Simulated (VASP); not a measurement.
A run of VASP 6.6.1 is set up as follows.

The input INCAR:

```
SYSTEM = Ti6H
PREC = Accurate
ENCUT = 520
EDIFF = 1E-7
ISMEAR = 0
SIGMA = 0.1
LREAL = .False.
LASPH = .True.
NELM = 80
ALGO = Normal
ISIF = 2
LWAVE = .False.
LCHARG = .False.
LDIPOL = .True.
IDIPOL = 3
DIPOL = 0.5 0.5 0.345
GGA = PE
NBANDS = 46
```

File KPOINTS:

```
regular mesh
0
Gamma
  9 6 1
  0 0 0
```

POSCAR

```
Ti6H
1.0
    2.8321726458      0.0000000000      0.0000000000
    0.0000000000      4.5795363026      0.0000000000
    0.0000000000      0.0000000000     23.5510893874
Ti H
6 1
Direct
    0.5000000000      0.0000000000      0.1698435233
    0.0000000000      0.5000000000      0.2259767339
    0.5000000000      0.0000000000      0.2821099444
    0.5000000000      0.5000000000      0.3394934593
    0.0000000000      0.0000000000      0.3940191404
    0.5000000000      0.5000000000      0.4480085492
    0.8750000000      0.8750000000      0.5528869248
```

Potentials or basis: VASP PAW PBE potentials, release 64 (Ti_sv, H).

The run is started by

```sh
$ cat potpaw_PBE.64/Ti_sv/POTCAR potpaw_PBE.64/H/POTCAR > POTCAR
$ mpirun -np 1 vasp_std > vasp.out
```

**Question.** Estimate the largest force.

**Answer.** 1.110 eV/Å.

**Question.** Estimate the band gap on the k mesh.

**Answer.** Zero (an odd number of electrons rules out a gap without spin polarisation).

Forces in eV/Å, atoms in the order of the input:
```
Ti   0.002  0.002  0.414
Ti   0.001  0.017 -0.025
Ti   0.003 -0.021 -0.379
Ti  -0.010  0.008  0.015
Ti  -0.028 -0.033 -0.059
Ti  -0.007  0.374  1.045
H    0.039 -0.347 -1.012
```
